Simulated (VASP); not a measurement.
LiBe16 (a cell with a defect): single point with PBE+D3(BJ)

LiBe16 (a cell with a defect):

```
Be Li
1.0
    -2.29000   -3.96640    0.00000
     3.43500   -1.98320    0.00000
     0.00000    0.00000    7.17686
Be Li
16 1
Direct
  0.74649 0.46786 0.01940
  0.49898 0.32204 0.26567
  0.75042 0.49159 0.50845
  0.50180 0.23293 0.77244
  0.49838 0.99325 0.02756
  0.24556 0.82335 0.24628
  0.49999 0.97991 0.49550
  0.19793 0.91566 0.70100
  0.25241 0.46906 0.01881
  0.99973 0.33679 0.24882
  0.24874 0.49386 0.50856
  0.99926 0.39639 0.76099
  0.99765 0.97329 0.96903
  0.75383 0.82362 0.24621
  0.00115 0.02088 0.46215
  0.80359 0.91461 0.69860
  0.50176 0.67842 0.80106
```

* Program: VASP 6.6.1
* Task: single point
* Functional: PBE
* Dispersion: D3(BJ)
* Potentials or basis: VASP PAW PBE potentials, release 64 (Be, Li_sv)
* Cutoff: 520 eV
* k mesh: 4 × 4 × 3
* Occupations: gaussian, width 0.1 eV
* Spin: no spin polarisation

```json
{
 "Largest force": "0.019 eV/Å",
 "Dispersion energy per atom": "-0.370 eV"
}
```

Forces on the atoms (eV/Å):
```
Be   0.000 -0.004  0.007
Be  -0.001 -0.003  0.003
Be   0.010  0.002 -0.003
Be   0.001 -0.006 -0.012
Be   0.003  0.000  0.001
Be  -0.002  0.002  0.003
Be   0.005 -0.002 -0.006
Be  -0.010  0.006  0.004
Be   0.005  0.007 -0.006
Be  -0.011  0.004  0.008
Be   0.000 -0.001 -0.002
Be   0.000 -0.003 -0.008
Be   0.001 -0.005  0.011
Be  -0.001  0.005 -0.003
Be   0.010 -0.009 -0.001
Be  -0.010  0.005 -0.015
Li   0.002  0.002  0.018
```

Levels at points of the mesh, in eV from the Fermi level:
| k point | band 15 | band 16 | band 17 | band 18 | band 19 | band 20 |
| --- | --- | --- | --- | --- | --- | --- |
| (0.00, 0.00, 0.00) | -3.02 | -1.23 | -0.50 | 0.25 | 0.59 | 0.70 |
| (0.50, 0.00, 0.00) | -2.02 | -1.87 | -1.33 | -0.51 | 0.08 | 0.15 |
| (0.00, 0.50, 0.00) | -3.49 | -2.68 | -2.16 | -0.14 | 0.08 | 1.09 |
| (0.50, 0.50, 0.00) | -1.11 | -0.81 | -0.28 | 0.26 | 0.82 | 1.01 |

It took 3.5 min on 1 thread of Intel(R) Xeon(R) Platinum 8375C CPU @ 2.90GHz (Ice Lake), with other jobs on the host, peak memory 0.26 GiB.

Caveat: the k points lie up to 0.40 Å⁻¹ apart.
